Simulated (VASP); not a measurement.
# Hf2BeCl (P-6m2) in VASP: further runs, part 2 of 2

VASP 6.6.1. Earlier steps stand in the parts before.

## Step 3: Relaxation of cell and atoms, PBE

This run uses another cell than the first one, of 17.73 Å³/atom, 1.005 times its volume.

INCAR reads:

```
PREC = Accurate
ENCUT = 600
EDIFF = 1E-6
ISMEAR = 0
SIGMA = 0.1
LREAL = F
LASPH = T
NELM = 100
ALGO = Normal
ISIF = 3
LWAVE = F
LCHARG = F
GGA = PE
IBRION = 2
NSW = 100
EDIFFG = -0.01
```

KPOINTS reads:

```
Automatic mesh
0
Gamma
  18 18 6
```

POSCAR reads:

```
Hf2BeCl
1.0
    3.2308644150      0.0000000000      0.0000000000
   -1.6154322075      2.7980106596      0.0000000000
    0.0000000000      0.0000000000      7.8449192434
Hf Be Cl
2 1 1
Direct
    0.0000000000      0.0000000000      0.7399977623
    0.0000000000      0.0000000000      0.2600022377
    0.3333333333      0.6666666667      0.5000000000
    0.3333333333      0.6666666667      0.0000000000
```

Potentials or basis: VASP PAW PBE potentials, release 64 (Hf_pv, Be, Cl).

Command:

```sh
> cat potpaw_PBE.64/Hf_pv/POTCAR potpaw_PBE.64/Be/POTCAR potpaw_PBE.64/Cl/POTCAR > POTCAR
> mpirun -np 1 vasp_std > vasp.out
```

OUTCAR:

```text
PREC = Accurate
   ENCUT = 600
   EDIFF = 1E-6
   ISMEAR = 0
   LREAL = F
   LASPH = T
   NELM = 100
   ISIF = 3
   GGA = PE
   IBRION = 2
   NSW = 100
   EDIFFG = -0.01

 ion  position               nearest neighbor table
   1  0.000  0.000  0.740-   3 2.65   3 2.65   3 2.65   4 2.76   4 2.76   4 2.76   2 3.77
   2  0.000  0.000  0.260-   3 2.65   3 2.65   3 2.65   4 2.76   4 2.76   4 2.76   1 3.77
   3  0.333  0.667  0.500-   1 2.65   2 2.65   1 2.65   2 2.65   1 2.65   2 2.65
   4  0.333  0.667  0.000-   1 2.76   2 2.76   1 2.76   2 2.76   1 2.76   2 2.76

  LATTYP: Found a hexagonal cell.
 ALAT       =     3.2308644150
 C/A-ratio  =     2.4281177529

  Lattice vectors:

 A1 = (   3.2308644150,   0.0000000000,   0.0000000000)
 A2 = (  -1.6154322075,   2.7980106596,   0.0000000000)
 A3 = (   0.0000000000,   0.0000000000,   7.8449192434)

Analysis of symmetry for initial positions (statically):
=====================================================================
 Subroutine PRICEL returns:
 Original cell was already a primitive cell.

 Routine SETGRP: Setting up the symmetry group for a
 hexagonal supercell.

 Subroutine GETGRP returns: Found 12 space group operations
 (whereof 12 operations were pure point group operations)
 out of a pool of 24 trial point group operations.

The static configuration has the point symmetry D_3h.

Analysis of symmetry for dynamics (positions and initial velocities):
=====================================================================
 Subroutine PRICEL returns:
 Original cell was already a primitive cell.

 Routine SETGRP: Setting up the symmetry group for a
 hexagonal supercell.

 Subroutine GETGRP returns: Found 12 space group operations
 (whereof 12 operations were pure point group operations)
 out of a pool of 24 trial point group operations.

The dynamic configuration has the point symmetry D_3h.

 Subroutine INISYM returns: Found 12 space group operations
 (whereof 12 operations are pure point group operations),
 and found     1 'primitive' translations

----------------------------------------------------------------------------------------

                                     Primitive cell

  volume of cell :      70.9180

  direct lattice vectors                    reciprocal lattice vectors
     3.230864415  0.000000000  0.000000000     0.309514691  0.178698390  0.000000000
    -1.615432208  2.798010660  0.000000000     0.000000000  0.357396780  0.000000000
     0.000000000  0.000000000  7.844919243     0.000000000  0.000000000  0.127471038

  length of vectors
     3.230864415  3.230864415  7.844919243     0.357396780  0.357396780  0.127471038

  position of ions in fractional coordinates (direct lattice)
     0.000000000  0.000000000  0.739997762
     0.000000000  0.000000000  0.260002238
     0.333333333  0.666666667  0.500000000
     0.333333333  0.666666667  0.000000000

  ion indices of the primitive-cell ions
   primitive index   ion index
                 1           1
                 2           2
                 3           3
                 4           4

----------------------------------------------------------------------------------------

[... 52 lines left out ...]
   number of dos      NEDOS =    301   number of ions     NIONS =      4
   total plane-waves  NPLWV =  50176
   dimension x,y,z NGX =    28 NGY =   28 NGZ =   64
   dimension x,y,z NGXF=    56 NGYF=   56 NGZF=  128
   ions per type =               2   1   1
   NGX,Y,Z   is equivalent  to a cutoff of  14.41, 14.41, 13.56 a.u.
   NGXF,Y,Z  is equivalent  to a cutoff of  28.82, 28.82, 27.13 a.u.
 SYSTEM =  unknown system
   PREC   = accura    normal or accurate (medium, high low for compatibility)
   ISTART =      0    job   : 0-new  1-cont  2-samecut
   ICHARG =      2    charge: 1-file 2-atom 10-const
   ISPIN  =      1    spin polarized calculation?
   LNONCOLLINEAR =      F non collinear calculations
   LSORBIT =      F    spin-orbit coupling
   LASPH  =      T    aspherical Exc in radial PAW
   ENCUT  =  600.0 eV  44.10 Ry    6.64 a.u.   6.45  6.45 15.67*2*pi/ulx,y,z
   NELM   =    100;   NELMIN=  2; NELMDL= -5     # of ELM steps
   EDIFF  = 0.1E-05   stopping-criterion for ELM
   LREAL  =      F    real-space projection
   EDIFFG = -.1E-01   stopping-criterion for IOM
   NSW    =    100    number of steps for IOM
   IBRION =      2    ionic relax: 0-MD 1-quasi-New 2-CG
   NFREE  =      1    steps in history (QN), initial steepest desc. (CG)
   ISIF   =      3    stress and relaxation
   ISYM   =      2    0-nonsym 1-usesym 2-fastsym
   POTIM  = 0.5000    time-step for ionic-motion
   TEBEG  =    0.0;   TEEND  =   0.0 temperature during run
   PSTRESS=    0.0 pullay stress
   NELECT =      29.0000    total number of electrons
   NUPDOWN=      -1.0000    fix difference up-down
   EMIN   =  10.00;   EMAX   =-10.00  energy-range for DOS
   EFERMI =   0.00;   METHOD = LEGACY
   ISMEAR =     0;   SIGMA  =   0.10  broadening in eV -4-tet -1-fermi 0-gaus
   EFERMI_NEDOS =   21; number of points for ismear=-14 and -15
   IALGO  =     38    algorithm
   IMIX   =      4    mixing-type and parameters
     AMIX     =   0.40;   BMIX     =  1.00
     AMIX_MAG =   1.60;   BMIX_MAG =  1.00
  volume/ion in A,a.u.               =      17.73       119.64
  Fermi-wavevector in a.u.,A,eV,Ry     =   1.215128  2.296259 20.089487  1.476536
  Thomas-Fermi vector in A             =   2.350525
   LORBIT       =      0    0 simple, 1 ext, 2 COOP (PROOUT), +10 PAW based schemes
   GGA     = PE    functional components
   LHFCALC =     F    Hartree Fock is set to
   AEXX    =    0.0000 exact exchange contribution
   IVDW    =     0    specifies the selected vdW correction
   LEPSILON=     F    determine dielectric tensor
   LRPA    =     F    only Hartree local field effects (RPA)
 conjugate gradient relaxation of ions
 non-spin polarized calculation
 Gauss-broadening in eV      SIGMA  =   0.10
  energy-cutoff  :      600.00
  volume of cell :       70.92
 maximum number of plane-waves:      2396
 NGX is ok and might be reduce to    28
   NGX = 13   NGY = 13   NGZ = 31

--------------------------------------- Ionic step        1  -------------------------------------------

 number of electron      29.0000000 magnetization

 Free energy of the ion-electron system (eV)
  ---------------------------------------------------
  ext. energy  EPLUGINS =         0.00000000
  ---------------------------------------------------
  free energy    TOTEN  =       -25.91867499 eV

  energy without entropy =      -25.90057284  energy(sigma->0) =      -25.90962391

------------------------ aborting loop because EDIFF is reached ----------------------------------------

  FORCE on cell =-STRESS in cart. coord.  units (eV):
  Direction    XX          YY          ZZ          XY          YZ          ZX
  --------------------------------------------------------------------------------------
  -------------------------------------------------------------------------------------
  Total       -0.1857843     -0.1857843     -0.8384691      0.0000000      0.0000000      0.0000000
  in kB       -4.1972314     -4.1972314    -18.9426645      0.0000000      0.0000000      0.0000000
  external PRESSURE =      -9.1123758 kB  Pullay stress =       0.0000000 kB
[... 253 lines left out ...]
--------------------------------------- Ionic step        8  -------------------------------------------

 number of electron      29.0000002 magnetization

 Free energy of the ion-electron system (eV)
  ---------------------------------------------------
  ext. energy  EPLUGINS =         0.00000000
  ---------------------------------------------------
  free energy    TOTEN  =       -25.93056532 eV

  energy without entropy =      -25.91666345  energy(sigma->0) =      -25.92361438

 E-fermi :   5.9423     XC(G=0): -10.9805

 val. band max:        5.9353269547   @ k =   0.3889  -0.0000   0.3333
 cond. band min:       5.9525867179   @ k =   0.2222   0.2222   0.5000
 fundamental gap:      0.0172597632
 Fermi energy:         5.9422885511

 k-point     1 :       0.0000    0.0000    0.0000
  band No.  band energies     occupation
      1     -25.1318      2.00000
      2     -25.0325      2.00000
      3     -24.6092      2.00000
      4     -24.6092      2.00000
      5     -24.6035      2.00000
      6     -24.6035      2.00000
[... 481 lines left out ...]
      5     -24.7596      2.00000
      6     -24.7517      2.00000
[... 10 lines left out ...]
     17       7.3529      0.00000
     18       7.7552      0.00000

 [... further k-points ...]

------------------------ aborting loop because EDIFF is reached ----------------------------------------

  FORCE on cell =-STRESS in cart. coord.  units (eV):
  Direction    XX          YY          ZZ          XY          YZ          ZX
  --------------------------------------------------------------------------------------
  -------------------------------------------------------------------------------------
  Total        0.0362839      0.0362839     -0.0213913      0.0000000      0.0000000      0.0000000
  in kB        0.8280860      0.8280860     -0.4882019      0.0000000      0.0000000      0.0000000
  external PRESSURE =       0.3893234 kB  Pullay stress =       0.0000000 kB
[... 19 lines left out ...]
  FREE ENERGIE OF THE ION-ELECTRON SYSTEM (eV)
  ---------------------------------------------------
  free  energy   TOTEN  =       -25.9305653204 eV

  energy  without entropy=      -25.9166634475  energy(sigma->0) =      -25.92361438

 reached required accuracy - stopping structural energy minimisation
```

Run time: 9.5 min. Hardware: 1 thread of AMD EPYC 9R45 (Zen 5), shared host; peak memory 0.38 GiB.

Results:

| Quantity | Value |
| --- | --- |
| Free energy | -25.9306 eV |
| Relaxed volume | 17.55 Å³/atom |
| Relaxed cell | a = 3.247 Å, b = 3.247 Å, c = 7.687 Å, α = 90.00°, β = 90.00°, γ = 120.00° |
| Space group after relaxing (to 0.05 Å) | P-6m2 (No. 187) |
| Energy gained by relaxing | 3.0 meV/atom |
| Ionic steps | 8 |
| Pressure after relaxing | 0.0 GPa |

Stress tensor (GPa, compression positive):
```
 0.08  0.00  0.00
 0.00  0.08  0.00
 0.00  0.00 -0.05
```

The path:
```
step  energy change (eV)  largest force (eV/Å)  pressure (GPa)  volume (Å³)
   1              0.0000                0.1147           -0.91        70.92
   2             -0.0059                0.0766            0.47        69.89
   3             -0.0059                0.0722            0.59        69.80
   4             -0.0101                0.0675            0.35        69.92
   5             -0.0112                0.0593            0.19        70.01
   6             -0.0117                0.0392           -0.11        70.26
   7             -0.0117                0.0346           -0.18        70.32
   8             -0.0119                0.0008            0.04        70.20
```

Final structure:
```cif
data_structure
_symmetry_space_group_name_H-M 'P 1'
_symmetry_Int_Tables_number 1
_cell_length_a 3.2473
_cell_length_b 3.2473
_cell_length_c 7.6873
_cell_angle_alpha 90.000
_cell_angle_beta 90.000
_cell_angle_gamma 120.000
_cell_volume 70.20
loop_
_atom_site_label
_atom_site_type_symbol
_atom_site_fract_x
_atom_site_fract_y
_atom_site_fract_z
_atom_site_occupancy
Hf1 Hf 0.00000 0.00000 0.73665 1
Hf2 Hf 0.00000 0.00000 0.26335 1
Be1 Be 0.33333 0.66667 0.50000 1
Cl1 Cl 0.33333 0.66667 0.00000 1
```

Levels at points of the mesh, in eV from the Fermi level:
| k point | band 13 | band 14 | band 15 | band 16 | band 17 | band 18 |
| --- | --- | --- | --- | --- | --- | --- |
| (0.00, 0.00, 0.00) | -2.14 | 1.08 | 1.08 | 1.15 | 1.15 | 2.25 |
| (0.50, 0.00, 0.00) | -2.50 | -1.07 | 0.47 | 1.77 | 1.97 | 2.00 |
| (0.00, 0.00, 0.50) | -1.22 | 0.84 | 0.84 | 1.22 | 1.54 | 1.54 |
| (0.50, 0.00, 0.50) | -2.36 | -0.47 | 0.17 | 1.09 | 1.29 | 2.10 |

Caveat: spin-orbit coupling is left out, which moves the levels of the heavy elements; an odd number of electrons without spin polarisation forces a metal; a magnetic or distorted state may lie lower.
